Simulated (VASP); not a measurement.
Set up this calculation in VASP 6.6.1, as the native input.

* Task: single point
* Functional: PBE
* Potentials or basis: VASP PAW PBE potentials, release 64 (Hf_pv)
* Cutoff: 520 eV
* k mesh: 10 × 10 × 5
* Occupations: gaussian, width 0.013 eV
* Spin: no spin polarisation
* Dipole correction: no
* Further INCAR settings: ALGO = Normal; EDIFF = 1e-07; NBANDS = 17

The structure of Hf lies in POSCAR:

```
Hf
1.0
    3.1967000000      0.0000000000      0.0000000000
   -1.5983500000      2.7684234083      0.0000000000
    0.0000000000      0.0000000000      5.0578000000
Hf
2
Direct
    0.6666666667      0.3333333333      0.7500000000
    0.3333333333      0.6666666667      0.2500000000
```

One way to write it, as run:

INCAR

```
SYSTEM = Hf
PREC     = Accurate       ! precision mode
ENCUT    = 520            ! plane-wave cutoff, eV
EDIFF    = 1E-7           ! SCF threshold, eV
ISMEAR   = 0              ! smearing method
SIGMA    = 0.013000000000000001 ! smearing width, eV
LREAL    = .False.        ! projectors in reciprocal space
LASPH    = .True.         ! aspherical terms in the spheres
NELM     = 100            ! most SCF steps
ALGO     = Normal         ! electronic algorithm
ISIF     = 2              ! what is computed and relaxed
LWAVE    = .False.        ! write WAVECAR
LCHARG   = .False.        ! write CHGCAR
GGA      = PE             ! functional
NBANDS   = 17             ! bands
```

KPOINTS

```
Automatic mesh
0
Gamma
  10 10 5
  0 0 0
```

Potentials or basis: VASP PAW PBE potentials, release 64 (Hf_pv).

Run with:

```console
$ cat potpaw_PBE.64/Hf_pv/POTCAR > POTCAR
$ mpirun -np 1 vasp_std > vasp.out
```

It gave:

| Item | Value |
| --- | --- |
| Pressure | 0.2 GPa |
| Band gap on the k mesh | zero (band 10 reaches 6.10 eV, above the bottom of band 11 at 4.60 eV) |

Caveat: spin-orbit coupling is left out, which moves the levels of the heavy elements.

Run time: 31 s on 1 thread of AMD EPYC 7R43 64-Core Processor (Zen 3) (shared host), peak memory 0.13 GiB.
